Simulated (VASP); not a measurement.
# Si16HC16 (a cell with a defect) in VASP: notebook

Runs on Si16HC16 (a cell with a defect). Level: PBE. Tasks: single point.

Everything below comes from runs of VASP 6.6.1. Logs are shortened: lines on timing, memory, paths and dates and some standing lists are left out, and cuts for length are marked.

### Step 1. The cell of the first run

The cell holds a defect, 33 atoms: a = 6.188 Å, b = 6.188 Å, c = 10.129 Å, α = 90.00°, β = 90.00°, γ = 120.00°.

### Step 2. Single point, PBE, collinear spin

INCAR

```
PREC = Accurate
ENCUT = 520
EDIFF = 1E-6
ISMEAR = 0
SIGMA = 0.02
LREAL = Auto
LASPH = True
NELM = 150
ALGO = Normal
ISIF = 2
LWAVE = False
LCHARG = False
ISPIN = 2
MAGMOM = 0 0 0 0 0 0 0 0 0 0 0 0 0 0 0 0 0 0 0 0 0 0 0 0 0 0 0 0 0 0 0 0 0.21
LORBIT = 11
GGA = PE
NBANDS = 90
```

KPOINTS

```
regular mesh
0
Gamma
  2 2 2
```

POSCAR

```
Si16HC16
1.0
    3.0941201802     -5.3591733569      0.0000000000
   -6.1882403605      0.0000000001      0.0000000000
    0.0000000000      0.0000000000    -10.1293392031
Si C H
16 16 1
Direct
    0.3277764840      0.1620919317      0.0593204540
    0.8312063640      0.1626264214      0.0592636882
    0.3287075977      0.6654043107      0.0590874674
    0.8215602868      0.6534649637      0.0452359222
    0.1709543504      0.3382574340      0.5600638784
    0.6683340436      0.3361005278      0.5598023609
    0.1682468433      0.8339097470      0.5617671485
    0.6665231300      0.8345160120      0.5613366169
    0.4992646854      0.5063214671      0.3103188606
    1.0069896308      0.4965831576      0.3131941715
    0.5020841501      1.0035929988      0.3112463643
    1.0111529595      1.0270807866      0.3207258573
    0.4982880422      0.4990919724      0.8076727253
    0.9981490883      0.4981986893      0.8085143400
    0.4992770007      0.9999590648      0.8098909352
    0.9976087064      0.9981694101      0.8089209805
    0.3378567700      0.1728957486      0.2486022977
    0.8334389844      0.1671491927      0.2482276434
    0.3367627580      0.6719393888      0.2472266897
    0.8442955095      0.6680703291      0.2477819085
    0.1656815223      0.3323834276      0.7473957430
    0.6650424912      0.3325605136      0.7474847913
    0.1659606698      0.8325515748      0.7488898188
    0.6644991238      0.8325922796      0.7483931427
    0.0015674059      0.0020459358      0.5021522034
    0.5009515127      0.0019647241      0.4980072144
    0.0019142878      0.5019633782      0.4985548315
    0.5048019200      0.5047020842      0.4964454146
   -0.0058081719     -0.0065159366      0.9972157904
    0.4970996127     -0.0017193994      0.9979378514
   -0.0031872453      0.4942549258      0.9963194832
    0.4891394298      0.4932324866      0.9957124347
    1.0054186796      0.8201352776      0.1916431034
```

Potentials or basis: VASP PAW PBE potentials, release 64 (Si, C, H).

On the command line:

```console
cat potpaw_PBE.64/Si/POTCAR potpaw_PBE.64/C/POTCAR potpaw_PBE.64/H/POTCAR > POTCAR
mpirun -np 1 vasp_std > vasp.out
```

OUTCAR:

```text
PREC = Accurate
   ENCUT = 520
   EDIFF = 1E-6
   ISMEAR = 0
   LREAL = Auto
   LASPH = True
   NELM = 150
   ISIF = 2
   ISPIN = 2
   LORBIT = 11
   GGA = PE

 ion  position               nearest neighbor table
   1  0.328  0.162  0.059-  32 1.89  30 1.89  29 1.90  17 1.92   4 3.05   2 3.07   3 3.08  16 3.09
                            15 3.10   3 3.11   2 3.11  11 3.11  13 3.12   9 3.14   4 3.14  12 3.15
   2  0.831  0.163  0.059-  29 1.89  31 1.89  30 1.90  18 1.91   4 3.07   1 3.07  15 3.09   3 3.09
                            16 3.09   3 3.10  11 3.10  14 3.11   1 3.11   4 3.12  10 3.13  12 3.15
   3  0.329  0.665  0.059-  30 1.89  31 1.89  32 1.89  19 1.91   1 3.08   4 3.09   2 3.09   2 3.10
                            14 3.10  15 3.10   9 3.10  10 3.10   4 3.11   1 3.11  13 3.12  11 3.13
   4  0.822  0.653  0.045-  33 1.84  32 1.85  31 1.86  29 1.89  20 2.06  13 2.97  14 2.99  16 3.02
                             1 3.05   2 3.07   3 3.09   3 3.11   2 3.12   1 3.14
   5  0.171  0.338  0.560-  27 1.89  25 1.89  21 1.90  28 1.90  12 2.94  10 3.04  13 3.06   8 3.07
                             7 3.08   9 3.08   6 3.08  14 3.08   6 3.10  16 3.11   7 3.11   8 3.12
   6  0.668  0.336  0.560-  28 1.89  27 1.89  26 1.90  22 1.90  14 3.08  13 3.08  11 3.08   5 3.08
                             7 3.09  10 3.09   8 3.09   8 3.10   7 3.10   5 3.10  15 3.11   9 3.11
   7  0.168  0.834  0.562-  27 1.89  25 1.89  23 1.90  26 1.90   5 3.08  15 3.08  14 3.08  16 3.08
                             8 3.08  12 3.08   6 3.09  10 3.10   6 3.10  11 3.10   8 3.11   5 3.11
   8  0.667  0.835  0.561-  28 1.89  25 1.89  24 1.89  26 1.90  12 3.06   5 3.07  16 3.07  13 3.08
                             7 3.08  15 3.09   6 3.09   9 3.09   6 3.10  11 3.10   7 3.11   5 3.12
   9  0.499  0.506  0.310-  19 1.87  28 1.89  17 1.89  20 1.96  12 3.00  10 3.02  11 3.07   5 3.08
                             8 3.09   3 3.10   6 3.11  11 3.12   1 3.14
  10  0.007  0.497  0.313-  27 1.88  18 1.88  19 1.89  20 1.91  12 2.92   9 3.02   5 3.04   6 3.09
                            11 3.09   3 3.10   7 3.10  11 3.10   2 3.13
  11  0.502  0.004  0.311-  18 1.89  26 1.89  19 1.89  17 1.90   9 3.07  12 3.08   6 3.08  10 3.09
                             8 3.10  10 3.10   2 3.10   7 3.10   1 3.11  12 3.11   9 3.12   3 3.13
  12  0.011  0.027  0.321-  33 1.82  25 1.84  18 1.86  17 1.90  20 2.06  10 2.92   5 2.94   9 3.00
                             8 3.06  11 3.08   7 3.08  11 3.11   2 3.15   1 3.15
  13  0.498  0.499  0.808-  21 1.88  24 1.89  22 1.89  32 1.91   4 2.97   5 3.06   8 3.08   6 3.08
                            16 3.09  15 3.09  14 3.09  14 3.10  15 3.10  16 3.10   3 3.12   1 3.12
  14  0.998  0.498  0.809-  22 1.89  21 1.89  23 1.89  31 1.90   4 2.99   6 3.08   7 3.08   5 3.08
                            15 3.09  13 3.09  16 3.09   3 3.10  16 3.10  13 3.10  15 3.10   2 3.11
  15  0.499  1.000  0.810-  24 1.89  23 1.89  22 1.89  30 1.90   7 3.08   8 3.09  14 3.09  16 3.09
                             2 3.09  13 3.09   1 3.10   3 3.10  13 3.10  16 3.10  14 3.10   6 3.11
  16  0.998  0.998  0.809-  24 1.89  23 1.89  21 1.90  29 1.91   4 3.02   8 3.07   7 3.08  13 3.09
                            15 3.09   1 3.09  14 3.09   2 3.09  14 3.10  15 3.10  13 3.10   5 3.11
  17  0.338  0.173  0.249-   9 1.89  11 1.90  12 1.90   1 1.92
  18  0.833  0.167  0.248-  12 1.86  10 1.88  11 1.89   2 1.91
  19  0.337  0.672  0.247-   9 1.87  10 1.89  11 1.89   3 1.91
  20  0.844  0.668  0.248-  33 1.12  10 1.91   9 1.96   4 2.06  12 2.06
  21  0.166  0.332  0.747-  13 1.88  14 1.89  16 1.90   5 1.90
  22  0.665  0.333  0.747-  13 1.89  14 1.89  15 1.89   6 1.90
  23  0.166  0.833  0.749-  15 1.89  16 1.89  14 1.89   7 1.90
  24  0.664  0.833  0.748-  13 1.89  16 1.89  15 1.89   8 1.89
  25  0.002  0.002  0.502-  12 1.84   8 1.89   7 1.89   5 1.89
  26  0.501  0.002  0.498-  11 1.89   7 1.90   8 1.90   6 1.90
  27  0.002  0.502  0.499-  10 1.88   5 1.89   7 1.89   6 1.89
  28  0.505  0.505  0.496-   9 1.89   8 1.89   6 1.89   5 1.90
  29  0.994  0.993  0.997-   4 1.89   2 1.89   1 1.90  16 1.91
  30  0.497  0.998  0.998-   3 1.89   1 1.89   2 1.90  15 1.90
  31  0.997  0.494  0.996-   4 1.86   2 1.89   3 1.89  14 1.90
  32  0.489  0.493  0.996-   4 1.85   1 1.89   3 1.89  13 1.91
  33  0.005  0.820  0.192-  20 1.12  12 1.82   4 1.84

  LATTYP: Found a hexagonal cell.
 ALAT       =     6.1882403605
 C/A-ratio  =     1.6368690634

  Lattice vectors:

 A1 = (   3.0941201802,  -5.3591733569,   0.0000000000)
 A2 = (  -6.1882403605,   0.0000000001,   0.0000000000)
 A3 = (   0.0000000000,   0.0000000000, -10.1293392031)

Analysis of symmetry for initial positions (statically):
=====================================================================
 Subroutine PRICEL returns:
 Original cell was already a primitive cell.

 Routine SETGRP: Setting up the symmetry group for a
 hexagonal supercell.

 Subroutine GETGRP returns: Found  1 space group operations
 (whereof  1 operations were pure point group operations)
 out of a pool of 24 trial point group operations.

The static configuration has the point symmetry C_1 .

Analysis of symmetry for dynamics (positions and initial velocities):
[... 173 lines left out ...]
   NSW    =      0    number of steps for IOM
   IBRION =     -1    ionic relax: 0-MD 1-quasi-New 2-CG
   NFREE  =      0    steps in history (QN), initial steepest desc. (CG)
   ISIF   =      2    stress and relaxation
   ISYM   =      2    0-nonsym 1-usesym 2-fastsym
   POTIM  = 0.5000    time-step for ionic-motion
   TEBEG  =    0.0;   TEEND  =   0.0 temperature during run
   PSTRESS=    0.0 pullay stress
   NELECT =     129.0000    total number of electrons
   NUPDOWN=      -1.0000    fix difference up-down
   EMIN   =  10.00;   EMAX   =-10.00  energy-range for DOS
   EFERMI =   0.00;   METHOD = LEGACY
   ISMEAR =     0;   SIGMA  =   0.02  broadening in eV -4-tet -1-fermi 0-gaus
   EFERMI_NEDOS =   21; number of points for ismear=-14 and -15
   IALGO  =     38    algorithm
   IMIX   =      4    mixing-type and parameters
     AMIX     =   0.40;   BMIX     =  1.00
     AMIX_MAG =   1.60;   BMIX_MAG =  1.00
  volume/ion in A,a.u.               =      10.18        68.70
  Fermi-wavevector in a.u.,A,eV,Ry     =   1.189934  2.248648 19.265058  1.415942
  Thomas-Fermi vector in A             =   2.326030
   LORBIT       =     11    0 simple, 1 ext, 2 COOP (PROOUT), +10 PAW based schemes
   GGA     = PE    functional components
   LHFCALC =     F    Hartree Fock is set to
   AEXX    =    0.0000 exact exchange contribution
   IVDW    =     0    specifies the selected vdW correction
   LEPSILON=     F    determine dielectric tensor
   LRPA    =     F    only Hartree local field effects (RPA)
 spin polarized calculation
 Gauss-broadening in eV      SIGMA  =   0.02
  energy-cutoff  :      520.00
  volume of cell :      335.93
 maximum number of plane-waves:      9074
 NGX is ok and might be reduce to    48
   NGX = 23   NGY = 23   NGZ = 37

 number of electron     128.9999999 magnetization       0.2485167

 Free energy of the ion-electron system (eV)
  ---------------------------------------------------
  ext. energy  EPLUGINS =         0.00000000
  ---------------------------------------------------
  free energy    TOTEN  =      -240.37338597 eV

  energy without entropy =     -240.37331563  energy(sigma->0) =     -240.37335080

 E-fermi :  10.2977     XC(G=0): -11.3291

 val. band max:       10.2600478375   @ k =   0.0000   0.0000   0.0000
 cond. band min:      10.3347096282   @ k =   0.0000   0.0000   0.5000
 fundamental gap:      0.0746617907
 Fermi energy:        10.2976585272

 spin component 1

 k-point     1 :       0.0000    0.0000    0.0000
  band No.  band energies     occupation
      1      -7.5710      1.00000
      2      -6.4223      1.00000
      3      -6.1980      1.00000
      4      -4.7947      1.00000
      5      -4.0159      1.00000
      6      -4.0021      1.00000
[... 621 lines left out ...]
     75      13.4300      0.00000
     76      13.5221      0.00000
 Fermi energy:        10.2976585272

 spin component 2

 k-point     1 :       0.0000    0.0000    0.0000
  band No.  band energies     occupation
      1      -7.5575      1.00000
      2      -6.4119      1.00000
      3      -6.1871      1.00000
      4      -4.7844      1.00000
      5      -4.0094      1.00000
      6      -3.9957      1.00000
[... 621 lines left out ...]
     75      13.4535      0.00000
     76      13.5423      0.00000
 [bands above 76 left out]

------------------------ aborting loop because EDIFF is reached ----------------------------------------

  FORCE on cell =-STRESS in cart. coord.  units (eV):
  Direction    XX          YY          ZZ          XY          YZ          ZX
  --------------------------------------------------------------------------------------
  -------------------------------------------------------------------------------------
  Total        5.4909578      2.9188564      3.3901201      0.1565436      2.5562478      1.4618635
  in kB       26.1886187     13.9212173     16.1688665      0.7466204     12.1917892      6.9722236
  external PRESSURE =      18.7595675 kB  Pullay stress =       0.0000000 kB

 VOLUME and BASIS-vectors are now :
 -----------------------------------------------------------------------------
  energy-cutoff  :      520.00
  volume of cell :      335.93
      direct lattice vectors                 reciprocal lattice vectors
     3.094120180 -5.359173357  0.000000000    -0.000000000 -0.186595942  0.000000000
    -6.188240361  0.000000000  0.000000000    -0.161596826 -0.093297971  0.000000000
     0.000000000  0.000000000-10.129339203     0.000000000  0.000000000 -0.098723123

 POSITION                                       TOTAL-FORCE (eV/Angst)
 -----------------------------------------------------------------------------------
      0.01112     -1.75661     -0.60088        -0.016269     -0.015054     -0.013884
      1.56548     -4.45458     -0.60030        -0.018356      0.010099     -0.000840
     -3.10062     -1.76160     -0.59852        -0.004717     -0.003830     -0.017079
     -1.50179     -4.40288     -0.45821        -0.030251      0.002309      0.063616
     -1.56426     -0.91617     -5.67308         0.010480     -0.002401      0.005818
     -0.01196     -3.58172     -5.67043         0.016041      0.012568      0.034046
[... 25 lines left out ...]
     -1.53879     -2.62138    -10.08591         0.003780     -0.002225     -0.008409
     -5.05843     -0.02904     -1.94122         0.011373     -0.156650      0.087662
 -----------------------------------------------------------------------------------
    total drift:                                0.024969      0.015942     -0.062602

  FREE ENERGIE OF THE ION-ELECTRON SYSTEM (eV)
  ---------------------------------------------------
  free  energy   TOTEN  =      -240.3733859744 eV

  energy  without entropy=     -240.3733156306  energy(sigma->0) =     -240.37335080

 total charge

# of ion       s       p       d       tot
------------------------------------------
    1        0.699   0.960   0.000   1.659
    2        0.700   0.958   0.000   1.658
    3        0.699   0.961   0.000   1.660
    4        0.710   0.949   0.000   1.660
    5        0.699   0.961   0.000   1.660
    6        0.700   0.961   0.000   1.661
[... 25 lines left out ...]
   32        0.843   1.706   0.000   2.549
   33        0.595   0.073   0.000   0.668
--------------------------------------------------
tot         25.234  42.642   0.000  67.876

 magnetization (x)

# of ion       s       p       d       tot
------------------------------------------
    1        0.000   0.000   0.000   0.001
    2        0.000   0.001   0.000   0.001
    3       -0.000   0.001   0.000   0.001
    4        0.001   0.000   0.000   0.001
    5        0.000   0.003   0.000   0.003
    6        0.000   0.002   0.000   0.003
[... 25 lines left out ...]
   32        0.001  -0.000   0.000   0.001
   33        0.001   0.001   0.000   0.001
--------------------------------------------------
tot          0.029   0.021   0.000   0.050
```

It took 23 min on 1 thread of Oxide Virtual Turin-like, shared host; peak memory 0.71 GiB.

What came out:

- Free energy: -240.3734 eV
- Pressure: 1.9 GPa
- Largest force: 0.180 eV/Å
- Net moment: 0.25 μB per cell
- Valence electrons inside the program's atomic spheres: Si 1.66, 1.63, 1.67 (each value once); C 2.52, 2.54, 2.55, 2.53 (each value once); H 0.67

Forces in eV/Å, atoms in the order of the input:
```
Si  -0.016 -0.015 -0.014
Si  -0.018  0.010 -0.001
Si  -0.005 -0.004 -0.017
Si  -0.030  0.002  0.064
Si   0.010 -0.002  0.006
Si   0.016  0.013  0.034
Si   0.003 -0.011 -0.001
Si  -0.005  0.015  0.017
Si   0.054 -0.015  0.008
Si   0.040  0.018 -0.007
Si  -0.035 -0.017 -0.011
Si   0.000  0.014 -0.045
Si   0.013  0.017 -0.002
Si   0.009  0.007  0.008
Si  -0.006  0.002  0.015
Si  -0.009  0.003  0.010
C    0.001  0.036  0.008
C   -0.009 -0.003  0.003
C    0.010  0.038  0.011
C    0.000  0.054 -0.101
C    0.001 -0.001 -0.020
C   -0.007 -0.004 -0.019
C   -0.001 -0.004  0.000
C   -0.001 -0.022 -0.006
C   -0.017 -0.008  0.011
C    0.000  0.002 -0.011
C   -0.005  0.017 -0.007
C   -0.011  0.020 -0.017
C    0.004 -0.006  0.006
C   -0.003 -0.014  0.005
C    0.001  0.018 -0.004
C    0.004 -0.002 -0.008
H    0.011 -0.157  0.088
```

Caveat: the k points lie up to 0.59 Å⁻¹ apart.

### Step 3. Single point, PBE, collinear spin

INCAR

```
SYSTEM = Si16HC16
ALGO = Normal
EDIFF = 1E-7
ENCUT = 520
GGA = PE
ISIF = 2
ISMEAR = 0
ISPIN = 2
LASPH = .True.
LCHARG = .False.
LORBIT = 11
LREAL = Auto
LWAVE = .False.
MAGMOM = 0 0 0 0 0 0 0 0 0 0 0 0 0 0 0 0 0 0 0 0 0 0 0 0 0 0 0 0 0 0 0 0 0.21
NBANDS = 90
NELM = 150
PREC = Accurate
SIGMA = 0.02
```

KPOINTS

```
k-points
0
Gamma
  2 2 2
  0 0 0
```

POSCAR

```
Si16HC16
1.0
    3.0941201802     -5.3591733569      0.0000000000
   -6.1882403605      0.0000000001      0.0000000000
    0.0000000000      0.0000000000    -10.1293392031
Si C H
16 16 1
Direct
    0.3317164573      0.1628224707      0.0591587455
    0.8344341006      0.1622167743      0.0592965630
    0.3367799248      0.6653207247      0.0591484783
    0.8323949802      0.6540903181      0.0453279321
    0.1674513848      0.3381608643      0.5601325897
    0.6678225841      0.3359393322      0.5597685976
    0.1679844894      0.8343262217      0.5612929813
    0.6657689092      0.8338276661      0.5617166022
    0.4898414037      0.4965859426      0.3131637648
    1.0071140903      0.5059334881      0.3104346628
    0.5016876337      1.0034194650      0.3111542557
    1.0162669944      1.0266673312      0.3205738237
    0.5002760354      0.4981198204      0.8085942070
    1.0007539676      0.4988353501      0.8077340324
    0.5007593189      0.9998172588      0.8099524397
    1.0006321205      0.9980470501      0.8089453651
    0.3342327036      0.1674135283      0.2481336590
    0.8352153778      0.1726866917      0.2486003232
    0.3353701924      0.6717720124      0.2472644019
    0.8241157182      0.6687317934      0.2473755642
    0.1668531582      0.3322717936      0.7473904120
    0.6675119019      0.3323558760      0.7474310859
    0.1680766678      0.8323633391      0.7483734968
    0.6666703542      0.8324218027      0.7488367057
    0.0005409416      0.0020183021      0.5019924694
    0.5010567528      0.0018108234      0.4979206342
   -0.0000352666      0.5045883319      0.4964047406
    0.5002741694      0.5019618215      0.4984462361
   -0.0005038090     -0.0062201601      0.9971665276
    0.5012801082     -0.0017908324      0.9980234443
    0.0041635153      0.4932717927      0.9957400772
    0.4978739858      0.4944494345      0.9963877996
    0.8111928297      0.8197781290      0.1924696134
```

Potentials or basis: VASP PAW PBE potentials, release 64 (Si, C, H).

On the command line:

```console
cat potpaw_PBE.64/Si/POTCAR potpaw_PBE.64/C/POTCAR potpaw_PBE.64/H/POTCAR > POTCAR
mpirun -np 1 vasp_std > vasp.out
```

Run time: 26 min. Hardware: 1 thread of Oxide Virtual Turin-like, shared host; peak memory 0.7 GiB.

It converged, with:

- Free energy: -240.3748 eV
- Pressure: 1.9 GPa
- Largest force: 0.201 eV/Å
- Net moment: 0.25 μB per cell
- Valence electrons inside the program's atomic spheres: Si 1.66, 1.67, 1.63 (each value once); C 2.54, 2.52, 2.55 (each value once); H 0.67

Forces in eV/Å, atoms in the order of the input:
```
Si   0.002 -0.012 -0.010
Si  -0.008 -0.009 -0.014
Si  -0.004 -0.007 -0.005
Si  -0.010 -0.032  0.030
Si   0.007  0.009  0.024
Si   0.022  0.012  0.031
Si  -0.005 -0.020  0.014
Si  -0.015  0.004 -0.003
Si   0.054  0.017 -0.006
Si  -0.009  0.044  0.034
Si  -0.048 -0.015 -0.019
Si   0.004 -0.017 -0.026
Si   0.004  0.013  0.015
Si   0.017 -0.009  0.005
Si   0.005  0.001  0.027
Si  -0.006 -0.013  0.017
C    0.005  0.010 -0.001
C    0.021 -0.021  0.012
C    0.024  0.018  0.016
C    0.090 -0.023 -0.132
C   -0.003  0.001 -0.026
C   -0.005 -0.009 -0.028
C   -0.017  0.006 -0.009
C   -0.005  0.001 -0.006
C   -0.002 -0.019 -0.007
C   -0.002 -0.003 -0.019
C    0.018 -0.020 -0.034
C    0.018 -0.002 -0.024
C   -0.005 -0.008  0.010
C   -0.014  0.006  0.016
C   -0.009 -0.001 -0.008
C    0.009  0.001  0.009
H   -0.134  0.096  0.116
```

Stress tensor (GPa, compression positive):
```
 1.77  0.60  1.38
 0.60  2.22 -0.03
 1.38 -0.03  1.60
```

Levels at points of the mesh, in eV from the Fermi level:
Spin up:
```csv
k point,band 61,band 62,band 63,band 64,band 65,band 66,band 67,band 68
"(0.00, 0.00, 0.00)",-2.86,-2.37,-2.28,-2.24,-0.41,-0.28,-0.17,-0.04
"(0.50, 0.00, 0.00)",-3.16,-3.06,-2.90,-2.77,0.51,1.16,1.39,1.47
"(0.00, 0.50, 0.00)",-3.18,-3.09,-2.87,-2.79,0.96,1.19,1.40,1.47
"(0.50, 0.50, 0.00)",-3.08,-3.06,-2.85,-2.78,0.63,1.38,1.43,1.48
"(0.00, 0.00, 0.50)",-2.68,-2.56,-2.39,-2.38,-0.04,0.13,0.18,0.28
"(0.50, 0.00, 0.50)",-3.41,-3.22,-3.12,-3.06,0.69,1.25,1.37,1.53
"(0.00, 0.50, 0.50)",-3.39,-3.25,-3.11,-3.08,0.82,1.34,1.39,1.55
"(0.50, 0.50, 0.50)",-3.33,-3.21,-3.11,-3.08,0.65,1.40,1.50,1.61
```
Spin down:
```tsv
k point	band 62	band 63	band 64	band 65	band 66	band 67
(0.00, 0.00, 0.00)	-2.36	-2.28	-2.23	-0.36	-0.23	-0.16
(0.50, 0.00, 0.00)	-3.06	-2.90	-2.77	0.56	1.20	1.42
(0.00, 0.50, 0.00)	-3.09	-2.87	-2.79	1.00	1.23	1.43
(0.50, 0.50, 0.00)	-3.05	-2.84	-2.77	0.67	1.42	1.46
(0.00, 0.00, 0.50)	-2.56	-2.39	-2.38	0.03	0.17	0.19
(0.50, 0.00, 0.50)	-3.21	-3.12	-3.06	0.75	1.31	1.38
(0.00, 0.50, 0.50)	-3.24	-3.11	-3.07	0.86	1.37	1.43
(0.50, 0.50, 0.50)	-3.20	-3.11	-3.08	0.69	1.42	1.54
```

Caveat: the k points lie up to 0.59 Å⁻¹ apart.
